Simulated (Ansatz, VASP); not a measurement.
Pd in VASP and in Ansatz

```
CELL_PARAMETERS angstrom
0.00000 1.97077 1.97077
1.97077 0.00000 1.97077
1.97077 1.97077 0.00000
ATOMIC_POSITIONS crystal
Pd 0.00000 0.00000 0.00000
```

Alike in both runs: task electric field gradients; functional PBE; k mesh 20 × 20 × 20; occupations gaussian, width 0.05 eV; no spin polarisation.

```csv
,VASP,Ansatz
version,VASP 6.6.1,Ansatz 0.2.0
potentials or method,"VASP PAW PBE potentials, release 64 (Pd), cutoff 520 eV","scalar-relativistic, plane waves, PAW"
valence electrons in the cell,10,18
```

Ansatz gave:

| Item | Value |
| --- | --- |
| gap on the k mesh at the Fermi level (eV) | none |
| pressure (GPa) | 0.0 |

Task: What did VASP give for the same quantities?

Result: gap on the k mesh at the Fermi level (eV): none; pressure (GPa): -0.3.

A gap of «none» marks a metal or a gap that the smearing closes. VASP's potentials hold 10 valence electrons a cell and Ansatz's 18, so a difference there can come from the potentials and not from the codes.
